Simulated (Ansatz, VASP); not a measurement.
**HfTl2F6 in VASP and in Ansatz**

Contents of POSCAR:

```
HfTl2F6
1.0
    0.0000000000      4.3696981730      4.3696981730
    4.3696981730      0.0000000000      4.3696981730
    4.3696981730      4.3696981730      0.0000000000
Tl Hf F
2 1 6
Direct
    0.2500000000      0.2500000000      0.2500000000
    0.7500000000      0.7500000000      0.7500000000
    0.0000000000      0.0000000000      0.0000000000
    0.2286842714      0.7713157286      0.7713157286
    0.2286842714      0.7713157286      0.2286842714
    0.7713157286      0.2286842714      0.7713157286
    0.7713157286      0.2286842714      0.2286842714
    0.7713157286      0.7713157286      0.2286842714
    0.2286842714      0.2286842714      0.7713157286
```

Contents of INCAR.step1:

```
PREC = Accurate ; ENCUT = 520
ISMEAR = 0 ; SIGMA = 0.01
LREAL = False ; LASPH = True
NELM = 80 ; NBANDS = 49
GGA = PE ; ALGO = Normal
EDIFF = 1E-4 ; LWAVE = True
LCHARG = False
```

The input INCAR.step2:

```
PREC = Accurate ; ENCUT = 520
EDIFF = 1E-6 ; ISMEAR = 0
SIGMA = 0.01 ; LREAL = False
LASPH = True ; NELM = 80
ALGO = Normal ; ISIF = 2
LWAVE = False ; LCHARG = True
METAGGA = R2SCAN ; LMIXTAU = True
LELF = True ; LVHAR = True
NBANDS = 49 ; ISTART = 1
```

The input KPOINTS:

```
Automatic mesh
0
Gamma
  6 6 6
```

Input for Ansatz:

```yaml
crystal:
  lattice:
    - [0.0, 4.369698173, 4.369698173]
    - [4.369698173, 0.0, 4.369698173]
    - [4.369698173, 4.369698173, 0.0]
  atoms:
    - { symbol: Tl, position: [0.25, 0.25, 0.25] }
    - { symbol: Tl, position: [0.75, 0.75, 0.75] }
    - { symbol: Hf, position: [0.0, 0.0, 0.0] }
    - { symbol: F, position: [0.2286842714, 0.7713157286, 0.7713157286] }
    - { symbol: F, position: [0.2286842714, 0.7713157286, 0.2286842714] }
    - { symbol: F, position: [0.7713157286, 0.2286842714, 0.7713157286] }
    - { symbol: F, position: [0.7713157286, 0.2286842714, 0.2286842714] }
    - { symbol: F, position: [0.7713157286, 0.7713157286, 0.2286842714] }
    - { symbol: F, position: [0.2286842714, 0.2286842714, 0.7713157286] }
kpoints:
  mp_grid: { grid: [6, 6, 6] }
  band_path:
    path:
      - [0.0, 0.0, 0.0]
      - [0.5, 0.0, 0.5]
      - [0.625, 0.25, 0.625]
      - [0.375, 0.375, 0.75]
      - [0.5, 0.5, 0.5]
      - [0.5, 0.25, 0.75]
      - [0.0, 0.5, 0.5]
    npoints: 1
hamiltonian:
  xc: r2scan
scf:
  occupations: { method: fixed }
  n_extra_bands: 6
output:
  forces: true
  stress: true
  eigenvalues: true
```

Alike in both runs: task single point; functional r2SCAN; k mesh 6 × 6 × 6; no spin polarisation.

|  | VASP | Ansatz |
| --- | --- | --- |
| version | VASP 6.6.1 | Ansatz 0.2.0 |
| potentials or method | VASP PAW PBE potentials, release 64 (Tl_d, Hf_pv, F) | plane waves, PAW |
| plane-wave cutoff (eV) | 520 | 500 |
| occupations | gaussian, width 0.01 eV | fixed |
| valence electrons in the cell | 78 | 94 |

|  | VASP | Ansatz | Ansatz less VASP |
| --- | --- | --- | --- |
| gap on the k mesh at the Fermi level (eV) | 5.29 | 5.28 | -0.010 |
| pressure (GPa) | -1.0 | 0.0 | +1.05 |
| rms of the force components (eV/Å) | 0.098 | 0.001 | -0.0969 |

VASP's potentials were made for PBE, not for r2SCAN. Atom by atom the forces differ by 0.099 eV/Å (rms over components). VASP's potentials hold 78 valence electrons a cell and Ansatz's 94, so a difference there can come from the potentials and not from the codes.

Neither program's run includes spin-orbit coupling.
